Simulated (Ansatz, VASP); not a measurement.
**Two plane-wave programs on Al**

```
Al
1.0
     0.00000    2.01946    2.01946
     2.01946    0.00000    2.01946
     2.01946    2.01946    0.00000
Al
1
Direct
  0.00000 0.00000 0.00000
```

Alike in both runs: task relaxation of cell and atoms; functional r2SCAN; k mesh 24 × 24 × 24; occupations gaussian, width 0.1 eV; no spin polarisation.

```csv
,VASP,Ansatz
version,VASP 6.6.1,Ansatz 0.2.0
potentials or method,"VASP PAW PBE potentials, release 64 (Al), cutoff 600 eV","scalar-relativistic, plane waves, PAW"
valence electrons in the cell,3,3
```

|  | VASP | Ansatz | Ansatz less VASP |
| --- | --- | --- | --- |
| gap on the k mesh at the Fermi level, each at its own relaxed structure (eV) | none | none | - |
| relaxed volume (Å³/atom) | 15.83 | 15.89 | +0.063 |
| relaxed length of the cell vector where the two differ most in proportion (Å) | 2.819 | 2.822 | +0.0037 |

VASP's potentials were made for PBE, not for r2SCAN. A gap of «none» marks a metal or a gap that the smearing closes.
